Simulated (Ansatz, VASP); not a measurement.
# Two plane-wave programs on K3SBr

Contents of POSCAR:

```
K3SBr
1.0
    6.0719446962      0.0000000000      0.0000000000
    0.0000000000      6.0719446962      0.0000000000
    0.0000000000      0.0000000000      6.0719446962
Br S K
1 1 3
Direct
    0.0000000000      0.0000000000      0.0000000000
    0.5000000000      0.5000000000      0.5000000000
    0.5000000000      0.5000000000      0.0000000000
    0.5000000000      0.0000000000      0.5000000000
    0.0000000000      0.5000000000      0.5000000000
```

File INCAR.step1:

```
ALGO     = Normal         # electronic algorithm
EDIFF    = 1E-4           # SCF threshold, eV
ENCUT    = 520            # plane-wave cutoff, eV
GGA      = PE             # functional
ISMEAR   = 0              # smearing method
LASPH    = T              # aspherical terms in the spheres
LCHARG   = F              # write CHGCAR
LREAL    = F              # projectors in reciprocal space
LWAVE    = T              # write WAVECAR
NBANDS   = 28             # bands
NELM     = 100            # most SCF steps
PREC     = Accurate       # precision mode
SIGMA    = 0.01           # smearing width, eV
```

Contents of INCAR.step2:

```
ALGO     = Normal         # electronic algorithm
EDIFF    = 1E-6           # SCF threshold, eV
ENCUT    = 520            # plane-wave cutoff, eV
ISIF     = 2              # what is computed and relaxed
ISMEAR   = 0              # smearing method
ISTART   = 1            
LASPH    = T              # aspherical terms in the spheres
LCHARG   = F              # write CHGCAR
LMIXTAU  = T            
LREAL    = F              # projectors in reciprocal space
LWAVE    = F              # write WAVECAR
METAGGA  = R2SCAN         # meta-GGA
NBANDS   = 28             # bands
NELM     = 100            # most SCF steps
PREC     = Accurate       # precision mode
SIGMA    = 0.01           # smearing width, eV
```

KPOINTS

```
k-points
0
Gamma
  4 4 4
```

Input for Ansatz:

```yaml
crystal:
  lattice:
    - [6.0719446962, 0.0, 0.0]
    - [0.0, 6.0719446962, 0.0]
    - [0.0, 0.0, 6.0719446962]
  atoms:
    - { symbol: Br, position: [0.0, 0.0, 0.0] }
    - { symbol: S, position: [0.5, 0.5, 0.5] }
    - { symbol: K, position: [0.5, 0.5, 0.0] }
    - { symbol: K, position: [0.5, 0.0, 0.5] }
    - { symbol: K, position: [0.0, 0.5, 0.5] }
kpoints:
  mp_grid: { grid: [4, 4, 4] }
hamiltonian:
  xc: r2scan
scf:
  occupations: { method: fixed }
  n_extra_bands: 5
output:
  forces: true
  stress: true
  eigenvalues: true
```

Alike in both runs: task single point; functional r2SCAN; k mesh 4 × 4 × 4; no spin polarisation.

|  | VASP | Ansatz |
| --- | --- | --- |
| version | VASP 6.6.1 | Ansatz 0.2.0 |
| potentials or method | VASP PAW PBE potentials, release 64 (Br, S, K_sv) | plane waves, PAW |
| plane-wave cutoff (eV) | 520 | 500 |
| occupations | gaussian, width 0.01 eV | fixed |
| valence electrons in the cell | 40 | 40 |

```tsv
	VASP	Ansatz	Ansatz less VASP
gap on the k mesh at the Fermi level (eV)	2.13	2.13	0.000
pressure (GPa)	-0.7	-0.7	0.00
```

VASP's potentials were made for PBE, not for r2SCAN.
